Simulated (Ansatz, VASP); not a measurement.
Two plane-wave programs on AgW2

```
Ag W
1.0
     1.53543    0.88648    6.58013
    -1.53543    0.88648    6.58013
     0.00000   -1.77296    6.58013
Ag W
1 2
Direct
  0.00000 0.00000 0.00000
  0.78807 0.78807 0.78807
  0.21193 0.21193 0.21193
```

Alike in both runs: functional PBE; k mesh 18 × 18 × 18; occupations gaussian, width 0.1 eV; no spin polarisation.

Ansatz relaxed the structure, and its values are those at the end. VASP's run is a single point on that final structure, the one shown.

|  | VASP | Ansatz |
| --- | --- | --- |
| version | VASP 6.6.1 | Ansatz 0.2.0 |
| potentials or method | VASP PAW PBE potentials, release 64 (Ag, W_sv), cutoff 520 eV | scalar-relativistic, plane waves, PAW |
| valence electrons in the cell | 39 | 47 |

|  | VASP | Ansatz | Ansatz less VASP |
| --- | --- | --- | --- |
| gap on the k mesh at the Fermi level (eV) | none | none | - |
| pressure (GPa) | 0.5 | 0.0 | -0.46 |
| rms of the force components (eV/Å) | 0.037 | 0.001 | -0.0360 |

A gap of «none» marks a metal or a gap that the smearing closes. The functional is the same, so the differences come from potentials, cutoffs and numerics. VASP's potentials hold 39 valence electrons a cell and Ansatz's 47, so a difference there can come from the potentials and not from the codes.

Spin-orbit coupling is off throughout.
